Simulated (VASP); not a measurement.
A run of VASP 6.6.1:

Contents of INCAR:

```
SYSTEM = FeNi2
ALGO = Normal ; EDIFF = 1E-6
ENCUT = 520 ; GGA = PE
ISIF = 2 ; ISMEAR = 0
ISPIN = 2 ; LASPH = .TRUE.
LCHARG = .TRUE. ; LELF = .TRUE.
LMAXMIX = 4 ; LORBIT = 11
LREAL = .FALSE. ; LVHAR = .TRUE.
LWAVE = .FALSE. ; MAGMOM = 4 4 2 2 2 2
NBANDS = 41 ; NELM = 150
PREC = Accurate ; SIGMA = 0.1
```

KPOINTS

```
k-points
0
G
  6 6 6
  0 0 0
```

Contents of POSCAR:

```
FeNi2
1.0
    0.0000000000      3.2750790000      3.2750790000
    3.2750790000      0.0000000000      3.2750790000
    3.2750790000      3.2750790000      0.0000000000
Fe Ni
2 4
Direct
    0.7500000000      0.7500000000      0.7500000000
    0.5000000000      0.5000000000      0.5000000000
    0.1250000000      0.1250000000      0.6250000000
    0.1250000000      0.6250000000      0.1250000000
    0.6250000000      0.1250000000      0.1250000000
    0.1250000000      0.1250000000      0.1250000000
```

Potentials or basis: VASP PAW PBE potentials, release 64 (Fe, Ni).

Launch:

```bash
$ cat potpaw_PBE.64/Fe/POTCAR potpaw_PBE.64/Ni/POTCAR > POTCAR
$ mpirun -np 1 vasp_std > vasp.out
```

Hardware: 1 thread of Intel(R) Xeon(R) Platinum 8488C (Sapphire Rapids), with other jobs on the host.

**Question.** How long does it take, and how much memory?

**Answer.** Run time: 110 s on 1 thread of Intel(R) Xeon(R) Platinum 8488C (Sapphire Rapids) (shared host), peak memory 0.27 GiB. Counts: scf iterations 17, k points 16.
